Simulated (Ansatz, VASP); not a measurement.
**One calculation of Ga2SnO3, two programs**

```
Ga Sn O
1.0
     2.94668    0.00000    0.00000
     0.00000    2.94668    0.00000
     0.00000    0.00000   11.34395
Ga Sn O
2 1 3
Direct
  0.00000 0.00000 0.92010
  0.50000 0.50000 0.66090
  0.50000 0.50000 0.19411
  0.00000 0.00000 0.62399
  0.00000 0.00000 0.27795
  0.50000 0.50000 0.82294
```

Change from the starting cell: species swapped into the Zr3TiCu2 type (P4mm, No. 99).

Alike in both runs: functional PBE; k mesh 6 × 6 × 2; occupations gaussian, width 0.1 eV; no spin polarisation.

Ansatz relaxed the structure, and its values are those at the end. VASP's run is a single point on that final structure, the one shown.

|  | VASP | Ansatz |
| --- | --- | --- |
| version | VASP 6.6.1 | Ansatz 0.2.0 |
| potentials or method | VASP PAW PBE potentials, release 64 (Ga_d, Sn_d, O), cutoff 520 eV | scalar-relativistic, plane waves, PAW |
| valence electrons in the cell | 58 | 58 |

Ansatz gave:

- gap on the k mesh at the Fermi level (eV): none
- pressure (GPa): -0.1
- rms of the force components (eV/Å): 0.006

Task: Estimate VASP's values.

Result: gap on the k mesh at the Fermi level (eV): none; pressure (GPa): 0.1; rms of the force components (eV/Å): 0.030.

A gap of «none» marks a metal or a gap that the smearing closes.
